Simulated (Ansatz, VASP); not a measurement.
**One calculation of NaI, two programs**

```
Na I
1.0
     1.26547    3.97720    3.97720
     3.97720    1.26547    3.97720
     3.97720    3.97720    1.26547
Na I
1 1
Direct
  0.00000 0.00000 0.00000
  0.50000 0.50000 0.50000
```

Alike in both runs: task single point; functional PBE; k mesh 8 × 8 × 8; occupations gaussian, width 0.05 eV; no spin polarisation.

|  | VASP | Ansatz |
| --- | --- | --- |
| version | VASP 6.6.1 | Ansatz 0.2.0 |
| potentials or method | VASP PAW PBE potentials, release 64 (Na_pv, I), cutoff 520 eV | scalar-relativistic, plane waves, PAW |
| valence electrons in the cell | 14 | 26 |

Ansatz gave:

```
gap on the k mesh at the Fermi level (eV)                     : none
pressure (GPa)                                                : 1.2
traceless stress, the component that is largest in VASP (GPa) : -5.30
```

**Question.** What did VASP give for the same quantities?

**Answer.** gap on the k mesh at the Fermi level (eV): none; pressure (GPa): 1.2; traceless stress, the component that is largest in VASP (GPa): -5.28.

A gap of «none» marks a metal or a gap that the smearing closes. VASP's potentials hold 14 valence electrons a cell and Ansatz's 26, so a difference there can come from the potentials and not from the codes.

Spin-orbit coupling is off throughout.
